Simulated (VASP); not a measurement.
Set up this calculation in VASP 6.6.1, as the native input.

| Quantity | Value |
| --- | --- |
| Task | single point |
| Functional | PBEsol |
| Potentials or basis | VASP PAW PBE potentials, release 64 (Ba_sv, Ti_sv, O) |
| Cutoff | 520 eV |
| k mesh | 6 × 6 × 6 |
| Occupations | fermi-dirac, width 0.05 eV |
| Spin | no spin polarisation |
| Hubbard terms | Ti d U = 6.0 eV |
| Dipole correction | no |
| Further INCAR settings | ALGO = Normal; EDIFF = 1e-06; NBANDS = 28 |

The structure of BaTiO3 lies in POSCAR:

```
BaTiO3
1.0
    2.8273666084      1.6323808724      2.3183934932
   -2.8273666084      1.6323808724      2.3183934932
    0.0000000000     -3.2647617449      2.3183934932
Ba Ti O
1 1 3
Direct
    0.0000000000      0.0000000000      0.0000000000
    0.4845000000      0.4845000000      0.4845000000
    0.5086000000      0.0175000000      0.5086000000
    0.0175000000      0.5086000000      0.5086000000
    0.5086000000      0.5086000000      0.0175000000
```

The input as run:

INCAR

```
ALGO     = Normal         # electronic algorithm
EDIFF    = 1E-6           # SCF threshold, eV
ENCUT    = 520            # plane-wave cutoff, eV
GGA      = PS             # functional
ISIF     = 2              # what is computed and relaxed
ISMEAR   = -1             # smearing method
LASPH    = True           # aspherical terms in the spheres
LCHARG   = False          # write CHGCAR
LDAU     = True           # DFT+U
LDAUJ    = 0 0 0        
LDAUL    = -1 2 -1        # shell
LDAUPRINT= 1            
LDAUTYPE = 2            
LDAUU    = 0 6 0          # U, eV
LMAXMIX  = 4              # l up to which the mixer works
LREAL    = False          # projectors in reciprocal space
LWAVE    = False          # write WAVECAR
NBANDS   = 28             # bands
NELM     = 150            # most SCF steps
PREC     = Accurate       # precision mode
SIGMA    = 0.05           # smearing width, eV
```

KPOINTS

```
k-points
0
Gamma
  6 6 6
```

Potentials or basis: VASP PAW PBE potentials, release 64 (Ba_sv, Ti_sv, O).

Run with:

```bash
$ cat potpaw_PBE.64/Ba_sv/POTCAR potpaw_PBE.64/Ti_sv/POTCAR potpaw_PBE.64/O/POTCAR > POTCAR
$ mpirun -np 1 vasp_std > vasp.out
```

Results of the run:

```yaml
Pressure: 6.1 GPa
Largest_force: 1.737 eV/Å
Band_gap_on_the_k_mesh: 2.98 eV, indirect (least direct gap 3.39 eV)
```

Caveat: the PAW data sets were made with another functional, which shifts forces and pressure a little; spin-orbit coupling is left out, which moves the levels of the heavy elements.

Wall time 49 s on 1 thread of Intel(R) Xeon(R) Platinum 8488C (Sapphire Rapids) (shared host), peak memory 0.2 GiB.
